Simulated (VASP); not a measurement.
Runs of VASP 6.6.1 on Nb. Symmetry: Pm-3m, No. 221, cubic system. Conventional cell: a = 2.720 Å, b = 2.720 Å, c = 2.720 Å, α = 90.00°, β = 90.00°, γ = 90.00°. Nb (site symmetry m-3m) has 6 Nb at 2.72 Å within 3.6 Å. This isn't the form of Nb at room conditions, which is bcc.

```tsv
level	spin	k mesh	smearing	grid for exact exchange (PRECFOCK)	share of exact exchange	screening parameter	gap on the mesh (eV)	pressure (GPa)	moment (μB)
PBE	non-collinear, zero start, SOC	8 × 8 × 8	gaussian 0.01 eV	-	-	-	-	-1.8	0.00
r2SCAN	off	8 × 8 × 8	gaussian 0.05 eV	-	-	-	none	(a)	-
PBE	non-collinear, zero start, SOC	8 × 8 × 8	gaussian 0.05 eV	-	-	-	-	-1.8	0.00
HSE06	off	5 × 5 × 5	methfessel-paxton 0.1 eV	Normal	0.25	0.2079 1/Å	none	6.0	-
PBE	non-collinear, zero start, SOC	8 × 8 × 8	gaussian 0.005 eV	-	-	-	-	-1.8	0.00
PBE	non-collinear, zero start, SOC	8 × 8 × 8	gaussian 0.025 eV	-	-	-	-	-1.9	0.00
```

Alike in all rows: task single point; potentials or basis VASP PAW PBE potentials, release 64 (Nb_sv); cell as given; cutoff (eV) 520.

Task: Fill in the values left out.

Result: (a) -3.6.

Caveats: some runs use coarse meshes; the PAW data sets were made with another functional, which shifts forces and pressure a little (at least some runs); the cell stands under tension (at least some runs).

A k mesh can miss the band edges, and rows without SOC leave out spin-orbit coupling on Nb.

A gap of «none» marks levels without a gap at the run's occupations.
